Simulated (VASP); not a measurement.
Input of a VASP 6.6.1 run:

File INCAR:

```
ALGO = Normal
EDIFF = 1E-7
ENCUT = 520
GGA = PS
ISIF = 2
ISMEAR = -1
LASPH = True
LCHARG = False
LREAL = False
LWAVE = False
NBANDS = 20
NELM = 80
PREC = Accurate
SIGMA = 0.13605693000000002
```

Contents of KPOINTS:

```
k-points
0
Gamma
  8 8 8
```

POSCAR

```
Nb
1.0
    0.0000000000      2.9098358059      2.9098358059
    2.9098358059      0.0000000000      2.9098358059
    2.9098358059      2.9098358059      0.0000000000
Nb
2
Direct
    0.0000000000      0.0000000000      0.0000000000
    0.2500000000      0.2500000000      0.2500000000
```

Potentials or basis: VASP PAW PBE potentials, release 64 (Nb_sv).

Command:

```console
$ cat potpaw_PBE.64/Nb_sv/POTCAR > POTCAR
$ mpirun -np 1 vasp_std > vasp.out
```

(1) Predict the pressure.

(2) Predict the band gap on the k mesh.

Answers

(1) 0.0 GPa.

(2) zero (band 13 reaches 7.77 eV, above the bottom of band 14 at 6.22 eV).

Caveat: the PAW data sets were made with another functional, which shifts forces and pressure a little.
